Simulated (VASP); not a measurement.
# Y (I4/mmm) in VASP: notebook, part 2 of 2

VASP 6.6.1. Earlier steps stand in the parts before.

## 4. Single point, PBEsol

This run uses another cell than the first one, of the same volume but with other edges.

INCAR reads:

```
  PREC = Accurate
  ENCUT = 520
  EDIFF = 1E-7
  ISMEAR = 0
  SIGMA = 0.15
  LREAL = False
  LASPH = True
  NELM = 60
  ALGO = Fast
  ISIF = 2
  LWAVE = False
  LCHARG = True
  GGA = PS
  LELF = True
  LVHAR = True
  NBANDS = 12
```

KPOINTS reads:

```
regular mesh
0
Gamma
  18 18 18
```

POSCAR reads:

```
Y
1.0
    0.0000000000      2.3384745318      2.8061694381
    2.3384745318      0.0000000000      2.8061694381
    2.3384745318      2.3384745318      0.0000000000
Y
1
Direct
    0.0000000000      0.0000000000      0.0000000000
```

Potentials or basis: VASP PAW PBE potentials, release 64 (Y_sv).

On the command line:

```
$ cat potpaw_PBE.64/Y_sv/POTCAR > POTCAR
$ mpirun -np 1 vasp_std > vasp.out
```

OUTCAR:

```text
PREC = Accurate
   ENCUT = 520
   EDIFF = 1E-7
   ISMEAR = 0
   LREAL = False
   LASPH = True
   NELM = 60
   ISIF = 2
   GGA = PS

 ion  position               nearest neighbor table
   1  0.000  0.000  0.000-

  LATTYP: Found a body centered tetragonal cell.
 ALAT       =     3.3071023981
 C/A-ratio  =     1.6970562748

  Lattice vectors:

 A1 = (  -2.3384745318,   0.0000000000,   2.8061694381)
 A2 = (   2.3384745318,   0.0000000000,   2.8061694381)
 A3 = (   0.0000000000,   2.3384745318,  -2.8061694381)

Analysis of symmetry for initial positions (statically):
=====================================================================
 Subroutine PRICEL returns:
 Original cell was already a primitive cell.

 Routine SETGRP: Setting up the symmetry group for a
 body centered tetragonal supercell.

 Subroutine GETGRP returns: Found 16 space group operations
 (whereof 16 operations were pure point group operations)
 out of a pool of 16 trial point group operations.

The static configuration has the point symmetry D_4h.

Analysis of symmetry for dynamics (positions and initial velocities):
=====================================================================
 Subroutine PRICEL returns:
 Original cell was already a primitive cell.

 Routine SETGRP: Setting up the symmetry group for a
 body centered tetragonal supercell.

 Subroutine GETGRP returns: Found 16 space group operations
 (whereof 16 operations were pure point group operations)
 out of a pool of 16 trial point group operations.

The dynamic configuration has the point symmetry D_4h.

 Subroutine INISYM returns: Found 16 space group operations
 (whereof 16 operations are pure point group operations),
 and found     1 'primitive' translations

----------------------------------------------------------------------------------------

                                     Primitive cell

  volume of cell :      30.6909

  direct lattice vectors                    reciprocal lattice vectors
     0.000000000  2.338474532  2.806169438    -0.213814601  0.213814601  0.178178835
     2.338474532  0.000000000  2.806169438     0.213814601 -0.213814601  0.178178835
     2.338474532  2.338474532  0.000000000     0.213814601  0.213814601 -0.178178835

  length of vectors
     3.652813991  3.652813991  3.307102398     0.350971601  0.350971601  0.350971601

  position of ions in fractional coordinates (direct lattice)
     0.000000000  0.000000000  0.000000000

  ion indices of the primitive-cell ions
   primitive index   ion index
                 1           1

----------------------------------------------------------------------------------------

 KPOINTS: regular mesh

Automatic generation of k-mesh.
 Grid dimensions read from file:
 generate k-points for:   18   18   18

 Generating k-lattice:

  Cartesian coordinates                     Fractional coordinates (reciprocal lattice)
    -0.011878589  0.011878589  0.009898824     0.055555556  0.000000000  0.000000000
     0.011878589 -0.011878589  0.009898824     0.000000000  0.055555556  0.000000000
     0.011878589  0.011878589 -0.009898824    -0.000000000 -0.000000000  0.055555556

  Length of vectors
     0.019498422  0.019498422  0.019498422

  Shift w.r.t. Gamma in fractional coordinates (k-lattice)
     0.000000000  0.000000000  0.000000000

 Subroutine IBZKPT returns following result:
 ===========================================

 Found    480 irreducible k-points:

 Following reciprocal coordinates:
            Coordinates               Weight
  0.000000  0.000000  0.000000      1.000000
  0.055556 -0.000000  0.000000      8.000000
  0.111111 -0.000000  0.000000      8.000000
  0.166667  0.000000  0.000000      8.000000
  0.222222  0.000000  0.000000      8.000000
  0.277778  0.000000  0.000000      8.000000
[... 16 lines left out ...]
 -0.277778  0.055556  0.000000      8.000000
 -0.222222  0.055556  0.000000      8.000000
 [... further k-points ...]
   k-points           NKPTS =    480   k-points in BZ     NKDIM =    480   number of bands    NBANDS=     12
   number of dos      NEDOS =    301   number of ions     NIONS =      1
   total plane-waves  NPLWV =  21952
   dimension x,y,z NGX =    28 NGY =   28 NGZ =   28
   dimension x,y,z NGXF=    56 NGYF=   56 NGZF=   56
   ions per type =               1
   NGX,Y,Z   is equivalent  to a cutoff of  12.74, 12.74, 14.08 a.u.
   NGXF,Y,Z  is equivalent  to a cutoff of  25.49, 25.49, 28.15 a.u.
 SYSTEM =  unknown system
   PREC   = accura    normal or accurate (medium, high low for compatibility)
   ISTART =      0    job   : 0-new  1-cont  2-samecut
   ICHARG =      2    charge: 1-file 2-atom 10-const
   ISPIN  =      1    spin polarized calculation?
   LNONCOLLINEAR =      F non collinear calculations
   LSORBIT =      F    spin-orbit coupling
   LASPH  =      T    aspherical Exc in radial PAW
   ENCUT  =  520.0 eV  38.22 Ry    6.18 a.u.   6.79  6.79  6.15*2*pi/ulx,y,z
   NELM   =     60;   NELMIN=  2; NELMDL= -5     # of ELM steps
   EDIFF  = 0.1E-06   stopping-criterion for ELM
   LREAL  =      F    real-space projection
   EDIFFG = 0.1E-05   stopping-criterion for IOM
   NSW    =      0    number of steps for IOM
   IBRION =     -1    ionic relax: 0-MD 1-quasi-New 2-CG
   NFREE  =      0    steps in history (QN), initial steepest desc. (CG)
   ISIF   =      2    stress and relaxation
   ISYM   =      2    0-nonsym 1-usesym 2-fastsym
   POTIM  = 0.5000    time-step for ionic-motion
   TEBEG  =    0.0;   TEEND  =   0.0 temperature during run
   PSTRESS=    0.0 pullay stress
   NELECT =      11.0000    total number of electrons
   NUPDOWN=      -1.0000    fix difference up-down
   EMIN   =  10.00;   EMAX   =-10.00  energy-range for DOS
   EFERMI =   0.00;   METHOD = LEGACY
   ISMEAR =     0;   SIGMA  =   0.15  broadening in eV -4-tet -1-fermi 0-gaus
   EFERMI_NEDOS =   21; number of points for ismear=-14 and -15
   IALGO  =     68    algorithm
   IMIX   =      4    mixing-type and parameters
     AMIX     =   0.40;   BMIX     =  1.00
     AMIX_MAG =   1.60;   BMIX_MAG =  1.00
  volume/ion in A,a.u.               =      30.69       207.11
  Fermi-wavevector in a.u.,A,eV,Ry     =   1.162883  2.197530 18.399114  1.352297
  Thomas-Fermi vector in A             =   2.299439
   LORBIT       =      0    0 simple, 1 ext, 2 COOP (PROOUT), +10 PAW based schemes
   GGA     = PS    functional components
   LHFCALC =     F    Hartree Fock is set to
   AEXX    =    0.0000 exact exchange contribution
   IVDW    =     0    specifies the selected vdW correction
   LEPSILON=     F    determine dielectric tensor
   LRPA    =     F    only Hartree local field effects (RPA)
 non-spin polarized calculation
 RMM-DIIS sequential band-by-band and
 Gauss-broadening in eV      SIGMA  =   0.15
  energy-cutoff  :      520.00
  volume of cell :       30.69
 maximum number of plane-waves:       840
   NGX = 13   NGY = 13   NGZ = 13

 number of electron      11.0000000 magnetization

 Free energy of the ion-electron system (eV)
  ---------------------------------------------------
  ext. energy  EPLUGINS =         0.00000000
  ---------------------------------------------------
  free energy    TOTEN  =        -6.73805990 eV

  energy without entropy =       -6.71925570  energy(sigma->0) =       -6.72865780

 E-fermi :   3.2626     XC(G=0):  -9.7987

 val. band max:        3.2610608146   @ k =  -0.3333   0.3889   0.0556
 cond. band min:       3.2634468806   @ k =  -0.3333   0.0556   0.2222
 fundamental gap:      0.0023860659
 Fermi energy:         3.2625875190

 k-point     1 :       0.0000    0.0000    0.0000
  band No.  band energies     occupation
      1     -39.2366      2.00000
      2     -18.9162      2.00000
      3     -18.8739      2.00000
      4     -18.8739      2.00000
      5      -1.5704      2.00000
      6       4.0973      0.00000
      7       5.7821      0.00000
      8       5.8240      0.00000
      9       5.8240      0.00000
     10       8.3303      0.00000
     11      12.7846      0.00000
     12      13.8288      0.00000
[... 331 lines left out ...]
 k-point    24 :      -0.2222    0.0556    0.0000
  band No.  band energies     occupation
      1     -39.1872      2.00000
      2     -19.3046      2.00000
      3     -18.9783      2.00000
      4     -18.8683      2.00000
      5      -0.0609      2.00000
      6       4.0021      0.00000
      7       4.5892      0.00000
      8       6.3109      0.00000
      9       6.9280      0.00000
     10       7.2630      0.00000
     11      12.9348      0.00000
     12      14.8995      0.00000

 [... further k-points ...]

------------------------ aborting loop because EDIFF is reached ----------------------------------------

  FORCE on cell =-STRESS in cart. coord.  units (eV):
  Direction    XX          YY          ZZ          XY          YZ          ZX
  --------------------------------------------------------------------------------------
  -------------------------------------------------------------------------------------
  Total        0.3991004      0.3991004     -0.8247049      0.0000000     -0.0000000      0.0000000
  in kB       20.8345212     20.8345212    -43.0526619      0.0000000     -0.0000000      0.0000000
  external PRESSURE =      -0.4612065 kB  Pullay stress =       0.0000000 kB

 VOLUME and BASIS-vectors are now :
 -----------------------------------------------------------------------------
  energy-cutoff  :      520.00
  volume of cell :       30.69
      direct lattice vectors                 reciprocal lattice vectors
     0.000000000  2.338474532  2.806169438    -0.213814601  0.213814601  0.178178835
     2.338474532  0.000000000  2.806169438     0.213814601 -0.213814601  0.178178835
     2.338474532  2.338474532  0.000000000     0.213814601  0.213814601 -0.178178835

 POSITION                                       TOTAL-FORCE (eV/Angst)
 -----------------------------------------------------------------------------------
      0.00000      0.00000      0.00000         0.000000      0.000000      0.000000
 -----------------------------------------------------------------------------------
    total drift:                                0.000000     -0.000000     -0.000000

  FREE ENERGIE OF THE ION-ELECTRON SYSTEM (eV)
  ---------------------------------------------------
  free  energy   TOTEN  =        -6.7380599028 eV

  energy  without entropy=       -6.7192556963  energy(sigma->0) =       -6.72865780
```

Wall time 3.7 min (1 thread of Intel Xeon Platinum 8259CL at 2.50GHz (Skylake/Cascade Lake), shared host); peak memory 0.32 GiB.

Results:

```yaml
Free_energy: -6.7381 eV
Pressure: 0.0 GPa
```

Caveat: the PAW data sets were made with another functional, which shifts forces and pressure a little.

## 5. Summary

| cell | further INCAR settings | gap on the mesh (eV) | pressure (GPa) |
| --- | --- | --- | --- |
| a = 3.834, b = 3.834, c = 3.131 Å, angles 65.9, 65.9, 48.2°, 1 atom | ALGO = Fast; EDIFF = 1e-06; NBANDS = 12 | none | 0.6 |
| a = 3.443, b = 3.443, c = 3.710 Å, angles 57.4, 57.4, 65.2°, 1 atom | ALGO = Fast; EDIFF = 1e-06; NBANDS = 12 | none | 0.1 |
| a = 3.653, b = 3.653, c = 3.307 Å, angles 63.1, 63.1, 53.8°, 1 atom | ALGO = Fast; EDIFF = 1e-07; NBANDS = 12 | none | 0.0 |

Alike in all rows: task single point; level PBEsol; potentials or basis VASP PAW PBE potentials, release 64 (Y_sv); no spin polarisation; k mesh 18 × 18 × 18; cutoff (eV) 520; smearing gaussian 0.15 eV.

Caveats: the PAW data sets were made with another functional, which shifts forces and pressure a little.

Absolute energies hang on the potentials; compare differences alone.
